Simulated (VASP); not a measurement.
# Si4Mo2C in VASP: further runs

The runs below take Si4Mo2C through relaxation of the atoms, single point, with PBE.

Everything below comes from runs of VASP 6.6.1. Logs are shortened: lines on timing, memory, paths and dates and some standing lists are left out, and cuts for length are marked.

## Step 1: The cell of the first run

The cell holds a slab with vacuum, 7 atoms: a = 3.217 Å, b = 3.217 Å, c = 21.879 Å, α = 90.00°, β = 90.00°, γ = 90.00°.

## Step 2: Relaxation of the atoms, PBE

Input file INCAR:

```
PREC = Accurate
ENCUT = 520
EDIFF = 1E-7
ISMEAR = 0
SIGMA = 0.1
LREAL = False
LASPH = True
NELM = 120
ALGO = Normal
ISIF = 2
LWAVE = False
LCHARG = False
LDIPOL = True
IDIPOL = 3
DIPOL = 0.5 0.5 0.356
GGA = PE
IBRION = 2
NSW = 36
EDIFFG = -0.025
GGA_COMPAT = False
NELMIN = 4
NELMDL = -8
KPAR = 4
```

Input file KPOINTS:

```
regular mesh
0
Gamma
  8 8 1
```

Input file POSCAR:

```
Si4Mo2C
1.0
    3.2169717285      0.0000000000      0.0000000000
    0.0000000000      3.2169717285      0.0000000000
    0.0000000000      0.0000000000     21.8787970046
Si Mo C
4 2 1
Selective dynamics
Direct
    0.0000000000      0.0000000000      0.1828254085  F F F
    0.0000000000      0.0000000000      0.3015081460  F F F
    0.5000000000      0.5000000000      0.3593659936  F F F
    0.5000000000      0.5000000000      0.4743769505  F F F
    0.5000000000      0.5000000000      0.2421667772  F F F
    0.0000000000      0.0000000000      0.4192862006  F F F
    0.5000000000      1.0000000000      0.5145044488  F F T
```

Potentials or basis: VASP PAW PBE potentials, release 64 (Si, Mo_sv, C).

Launch:

```sh
cat potpaw_PBE.64/Si/POTCAR potpaw_PBE.64/Mo_sv/POTCAR potpaw_PBE.64/C/POTCAR > POTCAR
mpirun -np 4 vasp_std > vasp.out
```

OUTCAR:

```text
PREC = Accurate
   ENCUT = 520
   EDIFF = 1E-7
   ISMEAR = 0
   LREAL = False
   LASPH = True
   NELM = 120
   ISIF = 2
   GGA = PE
   IBRION = 2
   NSW = 36
   EDIFFG = -0.025
   NELMIN = 4
   NELMDL = -8

 ion  position               nearest neighbor table
   1  0.000  0.000  0.183-   2 2.60   5 2.62   5 2.62   5 2.62   5 2.62
   2  0.000  0.000  0.302-   6 2.58   1 2.60   3 2.60   3 2.60   3 2.60   3 2.60   5 2.62   5 2.62
                             5 2.62   5 2.62
   3  0.500  0.500  0.359-   4 2.52   5 2.56   2 2.60   2 2.60   2 2.60   2 2.60   6 2.63   6 2.63
                             6 2.63   6 2.63
   4  0.500  0.500  0.474-   7 1.83   7 1.83   3 2.52   6 2.57   6 2.57   6 2.57   6 2.57
   5  0.500  0.500  0.242-   3 2.56   1 2.62   1 2.62   1 2.62   1 2.62   2 2.62   2 2.62   2 2.62
                             2 2.62
   6  0.000  0.000  0.419-   4 2.57   4 2.57   4 2.57   4 2.57   2 2.58   3 2.63   3 2.63   3 2.63
                             3 2.63   7 2.63   7 2.63
   7  0.500  0.000  0.515-   4 1.83   4 1.83   6 2.63   6 2.63

  LATTYP: Found a simple tetragonal cell.
 ALAT       =     3.2169717285
 C/A-ratio  =     6.8010535532

  Lattice vectors:

 A1 = (   3.2169717285,   0.0000000000,   0.0000000000)
 A2 = (   0.0000000000,   3.2169717285,   0.0000000000)
 A3 = (   0.0000000000,   0.0000000000,  21.8787970046)

Analysis of symmetry for initial positions (statically):
=====================================================================
 Subroutine PRICEL returns:
 Original cell was already a primitive cell.

 Routine SETGRP: Setting up the symmetry group for a
 simple tetragonal supercell.

 Subroutine GETGRP returns: Found  4 space group operations
 (whereof  4 operations were pure point group operations)
 out of a pool of 16 trial point group operations.

The static configuration has the point symmetry C_2v.

Analysis of symmetry for dynamics (positions and initial velocities):
=====================================================================
 Subroutine PRICEL returns:
 Original cell was already a primitive cell.

 Routine SETGRP: Setting up the symmetry group for a
 simple tetragonal supercell.

 Subroutine GETGRP returns: Found  4 space group operations
 (whereof  4 operations were pure point group operations)
 out of a pool of 16 trial point group operations.

The dynamic configuration has the point symmetry C_2v.

Analysis of constrained symmetry for selective dynamics:
=====================================================================
 Subroutine PRICEL returns:
 Original cell was already a primitive cell.

 Routine SETGRP: Setting up the symmetry group for a
 simple tetragonal supercell.

 Subroutine GETGRP returns: Found  4 space group operations
 (whereof  4 operations were pure point group operations)
 out of a pool of 16 trial point group operations.

The constrained configuration has the point symmetry C_2v.

 Subroutine INISYM returns: Found  4 space group operations
 (whereof  4 operations are pure point group operations),
 and found     1 'primitive' translations

----------------------------------------------------------------------------------------

                                     Primitive cell

  volume of cell :     226.4216

  direct lattice vectors                    reciprocal lattice vectors
     3.216971728  0.000000000  0.000000000     0.310851349  0.000000000  0.000000000
     0.000000000  3.216971728  0.000000000     0.000000000  0.310851349  0.000000000
     0.000000000  0.000000000 21.878797005     0.000000000  0.000000000  0.045706352

  length of vectors
     3.216971728  3.216971728 21.878797005     0.310851349  0.310851349  0.045706352

  position of ions in fractional coordinates (direct lattice)
     0.000000000  0.000000000  0.182825409
     0.000000000  0.000000000  0.301508146
     0.500000000  0.500000000  0.359365994
     0.500000000  0.500000000  0.474376951
     0.500000000  0.500000000  0.242166777
     0.000000000  0.000000000  0.419286201
     0.500000000  0.000000000  0.514504449

  ion indices of the primitive-cell ions
   primitive index   ion index
                 1           1
                 2           2
                 3           3
                 4           4
                 5           5
                 6           6
                 7           7

----------------------------------------------------------------------------------------

 KPOINTS: regular mesh

Automatic generation of k-mesh.
 Grid dimensions read from file:
 generate k-points for:    8    8    1

 Generating k-lattice:

  Cartesian coordinates                     Fractional coordinates (reciprocal lattice)
     0.038856419  0.000000000  0.000000000     0.125000000  0.000000000  0.000000000
     0.000000000  0.038856419  0.000000000     0.000000000  0.125000000  0.000000000
     0.000000000  0.000000000  0.045706352     0.000000000  0.000000000  1.000000000

  Length of vectors
     0.038856419  0.038856419  0.045706352

  Shift w.r.t. Gamma in fractional coordinates (k-lattice)
     0.000000000  0.000000000  0.000000000

 Subroutine IBZKPT returns following result:
 ===========================================

 Found     25 irreducible k-points:

 Following reciprocal coordinates:
            Coordinates               Weight
  0.000000  0.000000  0.000000      1.000000
  0.125000  0.000000  0.000000      2.000000
  0.000000  0.125000  0.000000      2.000000
  0.250000  0.000000  0.000000      2.000000
  0.000000  0.250000  0.000000      2.000000
  0.375000  0.000000  0.000000      2.000000
[... 16 lines left out ...]
  0.500000  0.375000  0.000000      2.000000
 -0.375000  0.500000  0.000000      2.000000
   k-points           NKPTS =     25   k-points in BZ     NKDIM =     25   number of bands    NBANDS=     28
   number of dos      NEDOS =    301   number of ions     NIONS =      7
   total plane-waves  NPLWV =  96768
   dimension x,y,z NGX =    24 NGY =   24 NGZ =  168
   dimension x,y,z NGXF=    48 NGYF=   48 NGZF=  336
   ions per type =               4   2   1
   NGX,Y,Z   is equivalent  to a cutoff of  12.40, 12.40, 12.77 a.u.
   NGXF,Y,Z  is equivalent  to a cutoff of  24.81, 24.81, 25.53 a.u.
 SYSTEM =  unknown system
   PREC   = accura    normal or accurate (medium, high low for compatibility)
   ISTART =      0    job   : 0-new  1-cont  2-samecut
   ICHARG =      2    charge: 1-file 2-atom 10-const
   ISPIN  =      1    spin polarized calculation?
   LNONCOLLINEAR =      F non collinear calculations
   LSORBIT =      F    spin-orbit coupling
   LASPH  =      T    aspherical Exc in radial PAW
   ENCUT  =  520.0 eV  38.22 Ry    6.18 a.u.   5.98  5.98 40.68*2*pi/ulx,y,z
   NELM   =    120;   NELMIN=  4; NELMDL= -8     # of ELM steps
   EDIFF  = 0.1E-06   stopping-criterion for ELM
   LREAL  =      F    real-space projection
   EDIFFG = -.3E-01   stopping-criterion for IOM
   NSW    =     36    number of steps for IOM
   IBRION =      2    ionic relax: 0-MD 1-quasi-New 2-CG
   NFREE  =      1    steps in history (QN), initial steepest desc. (CG)
   ISIF   =      2    stress and relaxation
   ISYM   =      2    0-nonsym 1-usesym 2-fastsym
   POTIM  = 0.5000    time-step for ionic-motion
   TEBEG  =    0.0;   TEEND  =   0.0 temperature during run
   PSTRESS=    0.0 pullay stress
   NELECT =      48.0000    total number of electrons
   NUPDOWN=      -1.0000    fix difference up-down
   EMIN   =  10.00;   EMAX   =-10.00  energy-range for DOS
   EFERMI =   0.00;   METHOD = LEGACY
   ISMEAR =     0;   SIGMA  =   0.10  broadening in eV -4-tet -1-fermi 0-gaus
   EFERMI_NEDOS =   21; number of points for ismear=-14 and -15
   IALGO  =     38    algorithm
   IMIX   =      4    mixing-type and parameters
     AMIX     =   0.40;   BMIX     =  1.00
     AMIX_MAG =   1.60;   BMIX_MAG =  1.00
  volume/ion in A,a.u.               =      32.35       218.28
  Fermi-wavevector in a.u.,A,eV,Ry     =   0.976149  1.844653 12.964530  0.952866
  Thomas-Fermi vector in A             =   2.106744
   LORBIT       =      0    0 simple, 1 ext, 2 COOP (PROOUT), +10 PAW based schemes
   GGA     = PE    functional components
   LHFCALC =     F    Hartree Fock is set to
   AEXX    =    0.0000 exact exchange contribution
   IVDW    =     0    specifies the selected vdW correction
   LEPSILON=     F    determine dielectric tensor
   LRPA    =     F    only Hartree local field effects (RPA)
 conjugate gradient relaxation of ions
 non-spin polarized calculation
 Gauss-broadening in eV      SIGMA  =   0.10
  energy-cutoff  :      520.00
  volume of cell :      226.42
 maximum number of plane-waves:      6156
   NGX = 11   NGY = 11   NGZ = 81

 dipolmoment           0.000000      0.000000     -0.208822 electrons x Angstroem

--------------------------------------- Ionic step        1  -------------------------------------------

 number of electron      48.0000006 magnetization

 Free energy of the ion-electron system (eV)
  ---------------------------------------------------
  ext. energy  EPLUGINS =         0.00000000
  ---------------------------------------------------
  free energy    TOTEN  =       -51.38344782 eV

  energy without entropy =      -51.37983093  energy(sigma->0) =      -51.38163937

------------------------ aborting loop because EDIFF is reached ----------------------------------------

  FORCE on cell =-STRESS in cart. coord.  units (eV):
  Direction    XX          YY          ZZ          XY          YZ          ZX
  --------------------------------------------------------------------------------------
  -------------------------------------------------------------------------------------
  Total       -0.6744698      1.3967228     -2.1072725      0.0000000      0.0000000      0.0000000
  in kB       -4.7726016      9.8833204    -14.9112259      0.0000000      0.0000000      0.0000000
  external PRESSURE =      -3.2668357 kB  Pullay stress =       0.0000000 kB
[... 67 lines left out ...]
  energy  without entropy=      -51.5911238600  energy(sigma->0) =      -51.59285907

--------------------------------------- Ionic step        3  -------------------------------------------

 number of electron      48.0000007 magnetization

 dipolmoment           0.000000      0.000000      0.072706 electrons x Angstroem

 Free energy of the ion-electron system (eV)
  ---------------------------------------------------
  ext. energy  EPLUGINS =         0.00000000
  ---------------------------------------------------
  free energy    TOTEN  =       -51.71527654 eV

  energy without entropy =      -51.71177160  energy(sigma->0) =      -51.71352407

 E-fermi :   1.3713     XC(G=0):  -5.6032

 val. band max:        1.2858799086   @ k =   0.5000   0.1250   0.0000
 cond. band min:       1.4495607678   @ k =   0.2500   0.0000   0.0000
 fundamental gap:      0.1636808592
 Fermi energy:         1.3712847767

 k-point     1 :       0.0000    0.0000    0.0000
  band No.  band energies     occupation
      1     -59.5702      2.00000
      2     -59.2037      2.00000
      3     -33.7691      2.00000
      4     -33.7210      2.00000
      5     -33.5450      2.00000
      6     -33.3571      2.00000
[... 733 lines left out ...]
     27       3.6129      0.00000
     28       3.6539      0.00000

 [... further k-points ...]

------------------------ aborting loop because EDIFF is reached ----------------------------------------

 vacuum level on the upper side and lower side of the slab       (xc-potential included)         0.490        -0.747

  FORCE on cell =-STRESS in cart. coord.  units (eV):
  Direction    XX          YY          ZZ          XY          YZ          ZX
  --------------------------------------------------------------------------------------
  -------------------------------------------------------------------------------------
  Total       -0.3398424      6.3683903      1.0011097      0.0000000      0.0000000      0.0000000
  in kB       -2.4047513     45.0632309      7.0839309      0.0000000      0.0000000      0.0000000
  external PRESSURE =      16.5808035 kB  Pullay stress =       0.0000000 kB

 VOLUME and BASIS-vectors are now :
 -----------------------------------------------------------------------------
  energy-cutoff  :      520.00
  volume of cell :      226.42
      direct lattice vectors                 reciprocal lattice vectors
     3.216971728  0.000000000  0.000000000     0.310851349  0.000000000  0.000000000
     0.000000000  3.216971728  0.000000000     0.000000000  0.310851349  0.000000000
     0.000000000  0.000000000 21.878797005     0.000000000  0.000000000  0.045706352
[... 13 lines left out ...]
  FREE ENERGIE OF THE ION-ELECTRON SYSTEM (eV)
  ---------------------------------------------------
  free  energy   TOTEN  =       -51.7152765379 eV

  energy  without entropy=      -51.7117716050  energy(sigma->0) =      -51.71352407

 reached required accuracy - stopping structural energy minimisation

 vacuum level on the upper side and lower side of the slab         7.027         5.756
```

Wall time 3.3 min (4 MPI ranks of AMD EPYC 7R13 (Zen 3), shared host); peak memory 0.39 GiB.

What came out:

- Free energy: -51.7153 eV
- Energy gained by relaxing: 47.4 meV/atom
- Ionic steps: 3
- Band gap on the k mesh: zero (bands 24 and 25 overlap by 0.43 eV)

Step by step:
```
step  energy change (eV)  largest force on free atoms (eV/Å)  pressure (GPa)
   1              0.0000                              2.3212           -0.33
   2             -0.2111                              1.4363            0.39
   3             -0.3318                              0.0165            1.66
```

Final structure:
```
CELL_PARAMETERS angstrom
3.21697 0.00000 0.00000
0.00000 3.21697 0.00000
0.00000 0.00000 21.87880
ATOMIC_POSITIONS crystal
Si 0.00000 0.00000 0.18283
Si 0.00000 0.00000 0.30151
Si 0.50000 0.50000 0.35937
Si 0.50000 0.50000 0.47438
Mo 0.50000 0.50000 0.24217
Mo 0.00000 0.00000 0.41929
C 0.50000 0.00000 0.50192
```

(Part 1 of 2 ends here.)

The gap in the log of VASP goes by the Fermi energy; the results here count the filled bands.